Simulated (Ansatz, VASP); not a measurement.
**Two plane-wave programs on Sn4S**

```
Sn S
1.0
     5.17300    0.00000    0.00000
     0.00000    5.17300    0.00000
     0.00000    0.00000    5.17300
Sn S
4 1
Direct
  0.00000 0.50000 0.50000
  0.50000 0.00000 0.50000
  0.50000 0.50000 0.00000
  0.00000 0.00000 0.00000
  0.50000 0.50000 0.50000
```

Alike in both runs: task relaxation of cell and atoms; functional PBE; k mesh 4 × 4 × 4; occupations gaussian, width 0.1 eV; no spin polarisation.

|  | VASP | Ansatz |
| --- | --- | --- |
| version | VASP 6.6.1 | Ansatz 0.2.0 |
| potentials or method | VASP PAW PBE potentials, release 64 (Sn_d, S), cutoff 600 eV | scalar-relativistic, plane waves, PAW |
| valence electrons in the cell | 62 | 62 |

```tsv
	VASP	Ansatz	Ansatz less VASP
gap on the k mesh at the Fermi level, each at its own relaxed structure (eV)	none	none	-
relaxed volume (Å³/atom)	31.00	31.07	+0.073
relaxed cell length with the largest relative difference (Å)	5.371	5.376	+0.0042
```

A gap of «none» marks a metal or a gap that the smearing closes.
